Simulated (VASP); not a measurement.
Input of a VASP 6.6.1 run:

INCAR

```
SYSTEM = Li27F28
ALGO = Normal
EDIFF = 1E-6
ENCUT = 520
GGA = PS
ISIF = 2
ISMEAR = 0
ISYM = 0
LASPH = .True.
LCHARG = .False.
LREAL = Auto
LWAVE = .False.
NBANDS = 172
NELECT = 278.0
NELM = 100
PREC = Accurate
SIGMA = 0.05
```

File KPOINTS:

```
Automatic mesh
0
Gamma
  1 1 1
  0.25 0.25 0.25
```

File POSCAR:

```
Li27F28
1.0
    0.0000000000      6.0113880000      6.0113880000
    6.0113880000      0.0000000000      6.0113880000
    6.0113880000      6.0113880000      0.0000000000
F Li
28 27
Direct
    0.5005990000      0.1659200000      0.1685010000
    0.1665510000      0.4984890000      0.5028830000
    0.5035240000      0.8294800000      0.1682540000
    0.5026020000      0.1664480000      0.8342680000
    0.8256690000      0.5050050000      0.5001440000
    0.4951000000      0.8382280000      0.8359130000
    0.1687410000      0.4956910000      0.1715090000
    0.5017890000      0.1699290000      0.4998340000
    0.8365250000      0.5016920000      0.1638180000
    0.1640710000      0.4971380000      0.8415180000
    0.5008790000      0.8367700000      0.4984800000
    0.8295520000      0.5004380000      0.8365850000
    0.1653510000      0.1708820000      0.4976640000
    0.5020430000      0.5020910000      0.1654920000
    0.8344470000      0.1671280000      0.4977340000
    0.1666840000      0.8371540000      0.4956020000
    0.5050750000      0.4989910000      0.8325250000
    0.8382570000      0.8330870000      0.4986290000
    0.1705700000      0.1622880000      0.1641060000
    0.8380880000      0.1631520000      0.1628440000
    0.1641190000      0.8374480000      0.1666020000
    0.1677300000      0.1677050000      0.8322290000
    0.5005900000      0.4977280000      0.4982220000
    0.8320130000      0.8346480000      0.1655400000
    0.8310080000      0.1675640000      0.8371390000
    0.1681650000      0.8300630000      0.8387210000
    0.8334970000      0.8361760000      0.8349380000
    0.4168060000      0.4134880000      0.4201120000
    0.0017500000      0.9983130000      0.9987100000
    0.6656400000      0.9995820000      0.9977160000
    0.9983920000      0.6648220000      0.9975060000
    0.0006520000      0.9987170000      0.6694970000
    0.3353040000      0.3344310000      0.3321010000
    0.6700250000      0.6670420000      0.9990590000
    0.6684300000      0.0038660000      0.6639780000
    0.9976180000      0.6635680000      0.6686840000
    0.6691220000      0.6638630000      0.6679050000
    0.9989230000      0.0025200000      0.3318500000
    0.3298930000      0.3394820000      0.9982100000
    0.6689890000      0.9980820000      0.3345200000
    0.9964230000      0.6697640000      0.3323440000
    0.3323790000      0.3314430000      0.6718830000
    0.6654840000      0.6662730000      0.3300120000
    0.0017920000      0.3332280000      0.9973740000
    0.3365290000      0.0005270000      0.3344300000
    0.6704200000      0.3331540000      0.9955220000
    0.9988890000      0.3328890000      0.6682070000
    0.3359250000      0.6661820000      0.3316350000
    0.6640110000      0.3392990000      0.6667730000
    0.3326180000      0.0030050000      0.0003900000
    0.9962470000      0.3354010000      0.3338860000
    0.3309790000      0.6673570000      0.0010800000
    0.3333780000      0.9996370000      0.6664130000
    0.6615790000      0.3348330000      0.3336380000
    0.3320360000      0.6687040000      0.6633640000
```

Potentials or basis: VASP PAW PBE potentials, release 64 (F, Li_sv).

Run with:

```console
$ cat potpaw_PBE.64/F/POTCAR potpaw_PBE.64/Li_sv/POTCAR > POTCAR
$ mpirun -np 1 vasp_std > vasp.out
```

Problem. What does it give for the largest force?

Solution. 12.098 eV/Å.

Forces in eV/Å, atoms in the order of the input:
```
F   -0.284 -0.151 -0.046
F    6.056 -5.947 -5.910
F    0.120 -0.190  0.319
F    0.132  0.168 -0.072
F   -0.170  0.208  0.103
F   -0.141  0.105  0.057
F   -0.070 -0.494 -0.009
F   -7.059  7.046 -6.847
F   -0.115  0.086  0.149
F    0.123 -0.113  0.150
F    0.016 -0.029 -0.189
F   -0.089  0.082  0.204
F   -0.055  0.055 -0.456
F   -5.289 -5.347  5.433
F    0.012  0.319  0.120
F    0.361  0.214 -0.033
F    0.110 -0.195 -0.176
F    0.096 -0.029 -0.124
F    0.215 -0.053  0.103
F   -0.044  0.031  0.112
F   -0.088 -0.174 -0.003
F    0.091  0.005 -0.294
F    6.649  6.440  6.618
F   -0.132  0.040  0.034
F   -0.285 -0.002  0.090
F   -0.107 -0.302 -0.033
F   -0.166  0.020  0.026
F    0.132 -2.319  0.466
Li   0.168  0.099  0.025
Li   0.222  0.037 -0.027
Li   0.142  0.187 -0.002
Li  -0.075 -0.184  0.118
Li   0.202  0.208  0.163
Li   0.061 -0.126 -0.556
Li  -0.020 -0.494 -0.090
Li  -0.486 -0.089  0.132
Li   0.109 -0.134  0.038
Li  -0.059  0.040 -0.058
Li  -0.047  0.268  0.014
Li   0.447 -0.064  0.028
Li  -0.013  0.512  0.019
Li  -0.387 -0.338  0.305
Li   0.108  0.085 -0.385
Li   0.021 -0.002 -0.160
Li  -0.029 -0.039  0.015
Li   0.554  0.067 -0.138
Li  -0.045 -0.036  0.510
Li  -0.258  0.188 -0.326
Li  -0.116 -0.420 -0.046
Li  -0.165  0.040 -0.074
Li   0.027  0.076  0.018
Li   0.024  0.552  0.103
Li   0.023  0.082  0.558
Li   0.031 -0.075 -0.064
Li  -0.459  0.086  0.089
```

Caveat: the cell carries a net charge on a neutralising background, which shifts energy and pressure; the PAW data sets were made with another functional, which shifts forces and pressure a little.
